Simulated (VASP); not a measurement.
S, 3 atoms in the cell. It takes space group P6/mmm (No. 191, hexagonal). The conventional cell has a = 5.189 Å, b = 5.189 Å, c = 1.636 Å, α = 90.00°, β = 90.00°, γ = 120.00°. S (site symmetry 6/mmm) has 2 S at 1.64 Å within 2.2 Å. Within 2.2 Å of S (site symmetry -6m2) lie 2 S at 1.64 Å. This isn't the form of S at room conditions, which is orthorhombic, of S8 rings.

| Item | Value |
| --- | --- |
| Program | VASP 6.6.1 |
| Task | relaxation of shape and atoms at fixed volume |
| Functional | PBE |
| Potentials or basis | VASP PAW PBE potentials, release 64 (S) |
| Cutoff | 600 eV |
| k mesh | 8 × 8 × 11 |
| Occupations | fermi-dirac, width 0.1 eV |
| Spin | no spin polarisation |
| Dipole correction | no |
| Further INCAR settings | ALGO = Normal; EDIFF = 1e-06; IBRION = 2; EDIFFG = -0.005; NSW = 50; ISIF = 4 |

Potentials or basis: VASP PAW PBE potentials, release 64 (S).

Run with:

```console
$ cat potpaw_PBE.64/S/POTCAR > POTCAR
$ mpirun -np 1 vasp_std > vasp.out
```

Hardware: 1 thread of Intel(R) Xeon(R) 6975P-C (Granite Rapids) (shared host).

**Question.** How long does it take, and how much memory?

**Answer.** It took 2.4 min on 1 thread of Intel(R) Xeon(R) 6975P-C (Granite Rapids), with other jobs on the host, peak memory 0.17 GiB. Counts: scf iterations 138, k points 60, ion steps 27.
